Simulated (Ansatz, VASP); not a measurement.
## NaHF2: VASP beside Ansatz

```
Na H F
1.0
     1.71388    0.98951    3.91120
    -1.71388    0.98951    3.91120
     0.00000   -1.97902    3.91120
Na H F
1 1 2
Direct
  0.00000 0.00000 0.00000
  0.50000 0.50000 0.50000
  0.41688 0.41688 0.41688
  0.58312 0.58312 0.58312
```

Alike in both runs: task single point; functional PBEsol; dispersion D3(BJ); k mesh 9 × 9 × 9; occupations gaussian, width 0.05 eV; no spin polarisation.

|  | VASP | Ansatz |
| --- | --- | --- |
| version | VASP 6.6.1 | Ansatz 0.2.0 |
| potentials or method | VASP PAW PBE potentials, release 64 (Na_pv, H, F), cutoff 520 eV | scalar-relativistic, plane waves, PAW |
| valence electrons in the cell | 22 | 24 |

```tsv
	VASP	Ansatz	Ansatz less VASP
gap on the k mesh at the Fermi level (eV)	6.88	6.89	+0.007
least direct gap on the mesh (eV)	6.88	6.89	+0.007
pressure (GPa)	26.6	26.3	-0.26
traceless stress, the component that is largest in VASP (GPa)	46.02	45.08	-0.939
rms of the force components (eV/Å)	3.239	3.176	-0.0632
```

VASP's potentials were made for PBE, not for PBEsol. Atom by atom the forces differ by 0.063 eV/Å (rms over components). VASP's potentials hold 22 valence electrons a cell and Ansatz's 24, so a difference there can come from the potentials and not from the codes.
